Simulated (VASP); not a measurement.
# Sc (Fm-3m) in VASP: a series of runs

The runs below take Sc through single point, relaxation of cell and atoms, with PBEsol.

Program: VASP 6.6.1. These are calculated values, not measurements. Logs are shortened: lines on timing, memory, paths and dates and some standing lists are left out, and cuts for length are marked.

### Step 1. The cell of the first run

The structure is cubic, space group Fm-3m (No. 225). The conventional cell has a = 4.568 Å, b = 4.568 Å, c = 4.568 Å, α = 90.00°, β = 90.00°, γ = 90.00°. Within 4.2 Å of Sc (site symmetry m-3m) lie 12 Sc at 3.23 Å.

### Step 2. Single point, PBEsol

Input file INCAR:

```
PREC     = Accurate       # precision mode
ENCUT    = 520            # plane-wave cutoff, eV
EDIFF    = 1E-6           # SCF threshold, eV
ISMEAR   = 0              # smearing method
SIGMA    = 0.1            # smearing width, eV
LREAL    = F              # projectors in reciprocal space
LASPH    = T              # aspherical terms in the spheres
NELM     = 80             # most SCF steps
ALGO     = Normal         # electronic algorithm
ISIF     = 2              # what is computed and relaxed
LWAVE    = F              # write WAVECAR
LCHARG   = T              # write CHGCAR
GGA      = PS             # functional
LELF     = T              # ELF
LVHAR    = T            
NBANDS   = 12             # bands
```

Input file KPOINTS:

```
Automatic mesh
0
Gamma
  6 6 6
```

Input file POSCAR:

```
Sc
1.0
    0.0000000000      2.2839712544      2.2839712544
    2.2839712544      0.0000000000      2.2839712544
    2.2839712544      2.2839712544      0.0000000000
Sc
1
Direct
    0.0000000000      0.0000000000      0.0000000000
```

Potentials or basis: VASP PAW PBE potentials, release 64 (Sc_sv).

Command:

```
$ cat potpaw_PBE.64/Sc_sv/POTCAR > POTCAR
$ mpirun -np 1 vasp_std > vasp.out
```

OUTCAR:

```text
PREC = Accurate
   ENCUT = 520
   EDIFF = 1E-6
   ISMEAR = 0
   LREAL = F
   LASPH = T
   NELM = 80
   ISIF = 2
   GGA = PS

 ion  position               nearest neighbor table
   1  0.000  0.000  0.000-

  LATTYP: Found a face centered cubic cell.
 ALAT       =     4.5679425088

  Lattice vectors:

 A1 = (   0.0000000000,   2.2839712544,   2.2839712544)
 A2 = (   2.2839712544,   0.0000000000,   2.2839712544)
 A3 = (   2.2839712544,   2.2839712544,   0.0000000000)

Analysis of symmetry for initial positions (statically):
=====================================================================
 Subroutine PRICEL returns:
 Original cell was already a primitive cell.

 Routine SETGRP: Setting up the symmetry group for a
 face centered cubic supercell.

 Subroutine GETGRP returns: Found 48 space group operations
[... 9 lines left out ...]

 Routine SETGRP: Setting up the symmetry group for a
 face centered cubic supercell.

 Subroutine GETGRP returns: Found 48 space group operations
[... 11 lines left out ...]
                                     Primitive cell

  volume of cell :      23.8288

  direct lattice vectors                    reciprocal lattice vectors
     0.000000000  2.283971254  2.283971254    -0.218916941  0.218916941  0.218916941
     2.283971254  0.000000000  2.283971254     0.218916941 -0.218916941  0.218916941
     2.283971254  2.283971254  0.000000000     0.218916941  0.218916941 -0.218916941

  length of vectors
     3.230023124  3.230023124  3.230023124     0.379175264  0.379175264  0.379175264

  position of ions in fractional coordinates (direct lattice)
     0.000000000  0.000000000  0.000000000

  ion indices of the primitive-cell ions
   primitive index   ion index
                 1           1

----------------------------------------------------------------------------------------

 KPOINTS: Automatic mesh

Automatic generation of k-mesh.
 Grid dimensions read from file:
 generate k-points for:    6    6    6

 Generating k-lattice:

  Cartesian coordinates                     Fractional coordinates (reciprocal lattice)
    -0.036486157  0.036486157  0.036486157     0.166666667  0.000000000  0.000000000
     0.036486157 -0.036486157  0.036486157     0.000000000  0.166666667  0.000000000
     0.036486157  0.036486157 -0.036486157     0.000000000  0.000000000  0.166666667

  Length of vectors
     0.063195877  0.063195877  0.063195877

  Shift w.r.t. Gamma in fractional coordinates (k-lattice)
     0.000000000  0.000000000  0.000000000

 Subroutine IBZKPT returns following result:
 ===========================================

 Found     16 irreducible k-points:

 Following reciprocal coordinates:
            Coordinates               Weight
  0.000000  0.000000  0.000000      1.000000
  0.166667  0.000000  0.000000      8.000000
  0.333333  0.000000  0.000000      8.000000
  0.500000  0.000000  0.000000      4.000000
  0.166667  0.166667  0.000000      6.000000
  0.333333  0.166667  0.000000     24.000000
[... 8 lines left out ...]
 -0.333333  0.333333  0.166667     24.000000
 -0.333333  0.500000  0.166667     12.000000
   k-points           NKPTS =     16   k-points in BZ     NKDIM =     16   number of bands    NBANDS=     12
   number of dos      NEDOS =    301   number of ions     NIONS =      1
   total plane-waves  NPLWV =  13824
   dimension x,y,z NGX =    24 NGY =   24 NGZ =   24
   dimension x,y,z NGXF=    48 NGYF=   48 NGZF=   48
   ions per type =               1
   NGX,Y,Z   is equivalent  to a cutoff of  12.35, 12.35, 12.35 a.u.
   NGXF,Y,Z  is equivalent  to a cutoff of  24.71, 24.71, 24.71 a.u.
 SYSTEM =  unknown system
   PREC   = accura    normal or accurate (medium, high low for compatibility)
   ISTART =      0    job   : 0-new  1-cont  2-samecut
   ICHARG =      2    charge: 1-file 2-atom 10-const
   ISPIN  =      1    spin polarized calculation?
   LNONCOLLINEAR =      F non collinear calculations
   LSORBIT =      F    spin-orbit coupling
   LASPH  =      T    aspherical Exc in radial PAW
   ENCUT  =  520.0 eV  38.22 Ry    6.18 a.u.   6.01  6.01  6.01*2*pi/ulx,y,z
   NELM   =     80;   NELMIN=  2; NELMDL= -5     # of ELM steps
   EDIFF  = 0.1E-05   stopping-criterion for ELM
   LREAL  =      F    real-space projection
   EDIFFG = 0.1E-04   stopping-criterion for IOM
   NSW    =      0    number of steps for IOM
   IBRION =     -1    ionic relax: 0-MD 1-quasi-New 2-CG
   NFREE  =      0    steps in history (QN), initial steepest desc. (CG)
   ISIF   =      2    stress and relaxation
   ISYM   =      2    0-nonsym 1-usesym 2-fastsym
   POTIM  = 0.5000    time-step for ionic-motion
   TEBEG  =    0.0;   TEEND  =   0.0 temperature during run
   PSTRESS=    0.0 pullay stress
   NELECT =      11.0000    total number of electrons
   NUPDOWN=      -1.0000    fix difference up-down
   EMIN   =  10.00;   EMAX   =-10.00  energy-range for DOS
   EFERMI =   0.00;   METHOD = LEGACY
   ISMEAR =     0;   SIGMA  =   0.10  broadening in eV -4-tet -1-fermi 0-gaus
   EFERMI_NEDOS =   21; number of points for ismear=-14 and -15
   IALGO  =     38    algorithm
   IMIX   =      4    mixing-type and parameters
     AMIX     =   0.40;   BMIX     =  1.00
     AMIX_MAG =   1.60;   BMIX_MAG =  1.00
  volume/ion in A,a.u.               =      23.83       160.80
  Fermi-wavevector in a.u.,A,eV,Ry     =   1.265237  2.390951 21.780529  1.600824
  Thomas-Fermi vector in A             =   2.398500
   LORBIT       =      0    0 simple, 1 ext, 2 COOP (PROOUT), +10 PAW based schemes
   GGA     = PS    functional components
   LHFCALC =     F    Hartree Fock is set to
   AEXX    =    0.0000 exact exchange contribution
   IVDW    =     0    specifies the selected vdW correction
   LEPSILON=     F    determine dielectric tensor
   LRPA    =     F    only Hartree local field effects (RPA)
 non-spin polarized calculation
 Gauss-broadening in eV      SIGMA  =   0.10
  energy-cutoff  :      520.00
  volume of cell :       23.83
 maximum number of plane-waves:       654
   NGX = 13   NGY = 13   NGZ = 13

 number of electron      10.9999996 magnetization

 Free energy of the ion-electron system (eV)
  ---------------------------------------------------
  ext. energy  EPLUGINS =         0.00000000
  ---------------------------------------------------
  free energy    TOTEN  =        -6.57178499 eV

  energy without entropy =       -6.56325333  energy(sigma->0) =       -6.56751916

 E-fermi :   3.8062     XC(G=0): -10.1292

 val. band max:        3.7267022465   @ k =   0.5000   0.1667   0.0000
 cond. band min:       3.8531776959   @ k =   0.5000   0.3333   0.1667
 fundamental gap:      0.1264754495
 Fermi energy:         3.8062461682

 k-point     1 :       0.0000    0.0000    0.0000
  band No.  band energies     occupation
      1     -45.3241      2.00000
      2     -23.8050      2.00000
      3     -23.8050      2.00000
      4     -23.8050      2.00000
      5      -1.4288      2.00000
      6       5.4412      0.00000
      7       5.4412      0.00000
      8       5.4412      0.00000
      9       6.8847      0.00000
     10       6.8847      0.00000
     11      16.5415      0.00000
     12      20.0429      0.00000

 k-point     2 :       0.1667    0.0000    0.0000
  band No.  band energies     occupation
      1     -45.3067      2.00000
      2     -23.9204      2.00000
      3     -23.8198      2.00000
      4     -23.8198      2.00000
      5      -0.7257      2.00000
      6       4.9680      0.00000
      7       5.6414      0.00000
      8       5.6414      0.00000
      9       6.7833      0.00000
     10       6.7833      0.00000
     11      16.3464      0.00000
     12      17.4163      0.00000

 k-point     3 :       0.3333    0.0000    0.0000
  band No.  band energies     occupation
      1     -45.2717      2.00000
      2     -24.1448      2.00000
      3     -23.8490      2.00000
      4     -23.8490      2.00000
      5       0.9670      2.00000
      6       4.2588      0.00000
      7       5.5175      0.00000
      8       5.5175      0.00000
      9       7.3080      0.00000
     10       7.3080      0.00000
     11      12.7690      0.00000
     12      16.6116      0.00000

 k-point     4 :       0.5000    0.0000    0.0000
  band No.  band energies     occupation
      1     -45.2541      2.00000
      2     -24.2543      2.00000
      3     -23.8636      2.00000
      4     -23.8636      2.00000
      5       2.0084      2.00000
      6       4.1365      0.00000
      7       5.3242      0.00000
      8       5.3242      0.00000
      9       7.8282      0.00000
     10       7.8282      0.00000
     11      10.8558      0.00000
     12      15.9070      0.00000

 k-point     5 :       0.1667    0.1667    0.0000
  band No.  band energies     occupation
      1     -45.3010      2.00000
      2     -23.9169      2.00000
      3     -23.8451      2.00000
      4     -23.8451      2.00000
      5      -0.4993      2.00000
      6       4.7359      0.00000
      7       5.8705      0.00000
      8       5.8705      0.00000
      9       6.1681      0.00000
     10       7.1037      0.00000
     11      17.3591      0.00000
     12      17.8938      0.00000

 k-point     6 :       0.3333    0.1667    0.0000
  band No.  band energies     occupation
      1     -45.2719      2.00000
      2     -24.0806      2.00000
      3     -23.8814      2.00000
      4     -23.8796      2.00000
      5       0.8756      2.00000
      6       4.1340      0.00000
      7       5.2741      0.00000
      8       6.0551      0.00000
      9       6.8862      0.00000
     10       7.5078      0.00000
     11      14.1715      0.00000
     12      16.9898      0.00000

 k-point     7 :       0.5000    0.1667    0.0000
  band No.  band energies     occupation
      1     -45.2485      2.00000
      2     -24.2078      2.00000
      3     -23.9302      2.00000
      4     -23.8889      2.00000
      5       2.4008      2.00000
      6       3.7267      1.73938
      7       4.9246      0.00000
      8       5.8025      0.00000
      9       7.8637      0.00000
     10       8.2800      0.00000
     11      10.9822      0.00000
     12      15.7455      0.00000

 k-point     8 :      -0.3333    0.1667    0.0000
  band No.  band energies     occupation
      1     -45.2543      2.00000
      2     -24.1730      2.00000
      3     -23.9450      2.00000
      4     -23.8639      2.00000
      5       2.0262      2.00000
      6       4.0029      0.00543
      7       4.8701      0.00000
      8       5.7982      0.00000
      9       7.1557      0.00000
     10       8.3784      0.00000
     11      11.9424      0.00000
     12      15.2232      0.00000
[... 46 lines left out ...]
 k-point    12 :      -0.3333    0.3333    0.0000
  band No.  band energies     occupation
      1     -45.2369      2.00000
      2     -24.1060      2.00000
      3     -24.1024      2.00000
      4     -23.9090      2.00000
      5       3.1990      2.00000
      6       3.4977      1.99999
      7       4.4061      0.00000
      8       6.5145      0.00000
      9       7.4351      0.00000
     10       9.5210      0.00000
     11      11.2245      0.00000
     12      12.5702      0.00000

 k-point    13 :       0.5000    0.5000    0.0000
  band No.  band energies     occupation
      1     -45.2314      2.00000
      2     -24.2249      2.00000
      3     -23.9641      2.00000
      4     -23.9641      2.00000
      5       2.2316      2.00000
      6       3.1432      2.00000
      7       5.8664      0.00000
      8       7.8214      0.00000
      9       8.0745      0.00000
     10       8.0745      0.00000
     11      12.7126      0.00000
     12      13.2037      0.00000

 k-point    14 :       0.5000    0.3333    0.1667
  band No.  band energies     occupation
      1     -45.2486      2.00000
      2     -24.1389      2.00000
      3     -23.9844      2.00000
      4     -23.9024      2.00000
      5       2.2103      2.00000
      6       3.8532      0.50687
      7       4.5117      0.00000
      8       6.5544      0.00000
      9       7.1184      0.00000
     10       8.4842      0.00000
     11      13.3776      0.00000
     12      13.5514      0.00000

 k-point    15 :      -0.3333    0.3333    0.1667
  band No.  band energies     occupation
      1     -45.2369      2.00000
      2     -24.1515      2.00000
      3     -24.0386      2.00000
      4     -23.9274      2.00000
      5       3.3180      2.00000
      6       3.4199      2.00000
      7       4.3449      0.00000
      8       6.3312      0.00000
      9       7.6988      0.00000
     10       9.7644      0.00000
     11      10.5910      0.00000
     12      13.9730      0.00000

 k-point    16 :      -0.3333    0.5000    0.1667
  band No.  band energies     occupation
      1     -45.2312      2.00000
      2     -24.1607      2.00000
      3     -24.0303      2.00000
      4     -23.9686      2.00000
      5       2.8458      2.00000
      6       3.5459      1.99977
      7       4.7020      0.00000
      8       6.8106      0.00000
      9       8.0764      0.00000
     10       9.7144      0.00000
     11      12.0211      0.00000
     12      12.1802      0.00000

------------------------ aborting loop because EDIFF is reached ----------------------------------------

  FORCE on cell =-STRESS in cart. coord.  units (eV):
  Direction    XX          YY          ZZ          XY          YZ          ZX
  --------------------------------------------------------------------------------------
  -------------------------------------------------------------------------------------
  Total       -0.0505261     -0.0505261     -0.0505261     -0.0000000      0.0000000     -0.0000000
  in kB       -3.3972255     -3.3972255     -3.3972255     -0.0000000      0.0000000     -0.0000000
  external PRESSURE =      -3.3972255 kB  Pullay stress =       0.0000000 kB

 VOLUME and BASIS-vectors are now :
 -----------------------------------------------------------------------------
  energy-cutoff  :      520.00
  volume of cell :       23.83
      direct lattice vectors                 reciprocal lattice vectors
     0.000000000  2.283971254  2.283971254    -0.218916941  0.218916941  0.218916941
     2.283971254  0.000000000  2.283971254     0.218916941 -0.218916941  0.218916941
     2.283971254  2.283971254  0.000000000     0.218916941  0.218916941 -0.218916941

 POSITION                                       TOTAL-FORCE (eV/Angst)
 -----------------------------------------------------------------------------------
      0.00000      0.00000      0.00000         0.000000     -0.000000     -0.000000
 -----------------------------------------------------------------------------------
    total drift:                               -0.000000      0.000000      0.000000

  FREE ENERGIE OF THE ION-ELECTRON SYSTEM (eV)
  ---------------------------------------------------
  free  energy   TOTEN  =        -6.5717849892 eV

  energy  without entropy=       -6.5632533346  energy(sigma->0) =       -6.56751916
```

Wall time 3.4 s (1 thread of Intel Xeon 6975P-C (Granite Rapids), shared host); peak memory 0.13 GiB.

Results:

```
Free energy : -6.5718 eV
Pressure    : -0.3 GPa
```

Caveat: the k points lie up to 0.40 Å⁻¹ apart; the PAW data sets were made with another functional, which shifts forces and pressure a little.

### Step 3. Single point, PBEsol

This run uses another cell than the first one, of 32.42 Å³/atom, 1.360 times its volume.

Input file INCAR:

```
ALGO = Fast
EDIFF = 1E-6
ENCUT = 520
GGA = PS
ISIF = 2
ISMEAR = 0
LASPH = True
LCHARG = False
LREAL = False
LWAVE = False
NBANDS = 12
NELM = 100
PREC = Accurate
SIGMA = 0.1
```

Input file KPOINTS:

```
k-points
0
Gamma
  6 6 6
```

Input file POSCAR:

```
Sc
1.0
    0.0000000000      2.5307160714      2.5307160714
    2.5307160714      0.0000000000      2.5307160714
    2.5307160714      2.5307160714      0.0000000000
Sc
1
Direct
    0.0000000000      0.0000000000      0.0000000000
```

Potentials or basis: VASP PAW PBE potentials, release 64 (Sc_sv).

Command:

```
$ cat potpaw_PBE.64/Sc_sv/POTCAR > POTCAR
$ mpirun -np 1 vasp_std > vasp.out
```

It took 5.4 s on 1 thread of Intel Xeon 6975P-C (Granite Rapids), shared host; peak memory 0.14 GiB.

It converged, with:

```yaml
Free_energy: -6.2207 eV
Pressure: -10.3 GPa
```

Levels at points of the mesh, in eV from the Fermi level:
| k point | band 1 | band 2 | band 3 | band 4 | band 5 | band 6 | band 7 | band 8 | band 9 | band 10 |
| --- | --- | --- | --- | --- | --- | --- | --- | --- | --- | --- |
| (0.00, 0.00, 0.00) | -49.96 | -28.56 | -28.56 | -28.56 | -4.59 | 1.19 | 1.19 | 1.19 | 2.13 | 2.13 |
| (0.50, 0.00, 0.00) | -49.95 | -28.71 | -28.58 | -28.58 | -1.49 | -0.05 | 1.13 | 1.13 | 2.74 | 2.74 |
| (0.50, 0.50, 0.00) | -49.94 | -28.70 | -28.61 | -28.61 | -1.05 | -0.35 | 1.24 | 2.73 | 2.89 | 2.89 |

Caveat: the PAW data sets were made with another functional, which shifts forces and pressure a little.

### Step 4. Relaxation of cell and atoms, PBEsol

This run uses another cell than the first one, of 32.42 Å³/atom, 1.360 times its volume.

Input file INCAR:

```
PREC = Accurate ; ENCUT = 600
EDIFF = 1E-6 ; ISMEAR = 0
SIGMA = 0.1 ; LREAL = F
LASPH = T ; NELM = 80
ALGO = Fast ; ISIF = 3
LWAVE = F ; LCHARG = F
GGA = PS ; IBRION = 2
NSW = 80 ; EDIFFG = -0.05
```

Input file KPOINTS:

```
Automatic mesh
0
Gamma
  6 6 6
```

POSCAR is that of step 3.

Command:

```
$ cat potpaw_PBE.64/Sc_sv/POTCAR > POTCAR
$ mpirun -np 1 vasp_std > vasp.out
```

It took 11 s on 1 thread of Intel Xeon 6975P-C (Granite Rapids), shared host; peak memory 0.17 GiB.

The run converged. Its results:

```yaml
Free_energy: -6.5730 eV
Relaxed_volume: 23.63 Å³/atom
Relaxed_cell: a = 3.221 Å, b = 3.221 Å, c = 3.221 Å, α = 60.00°, β = 60.00°, γ = 60.00°
Space_group_after_relaxing_to_0.05_Å: Fm-3m (No. 225)
Energy_gained_by_relaxing: 351.9 meV/atom
Ionic_steps: 2
Pressure_after_relaxing: 0.2 GPa
```

Step by step:
| step | energy change (eV) | largest force (eV/Å) | pressure (GPa) | volume (Å³) |
| --- | --- | --- | --- | --- |
| 1 | 0.0000 | 0.0000 | -10.24 | 32.42 |
| 2 | -0.3519 | 0.0000 | 0.17 | 23.63 |

Final structure:
```xyz
1
Lattice="0.0000 2.2777 2.2777 2.2777 0.0000 2.2777 2.2777 2.2777 0.0000" Properties=species:S:1:pos:R:3 pbc="T T T"
Sc    0.0000    2.2777    2.2777
```

Levels at points of the mesh, in eV from the Fermi level:
| k point | band 3 | band 4 | band 5 | band 6 | band 7 | band 8 |
| --- | --- | --- | --- | --- | --- | --- |
| (0.00, 0.00, 0.00) | -27.58 | -27.58 | -5.25 | 1.65 | 1.65 | 1.65 |
| (0.50, 0.00, 0.00) | -27.64 | -27.64 | -1.81 | 0.35 | 1.53 | 1.53 |
| (0.50, 0.50, 0.00) | -27.75 | -27.75 | -1.59 | -0.68 | 2.09 | 4.05 |

Caveat: the volume moved by over 15 % at a fixed basis, so the end points are rough; the PAW data sets were made with another functional, which shifts forces and pressure a little.

(Continued in part 2 of 2.)
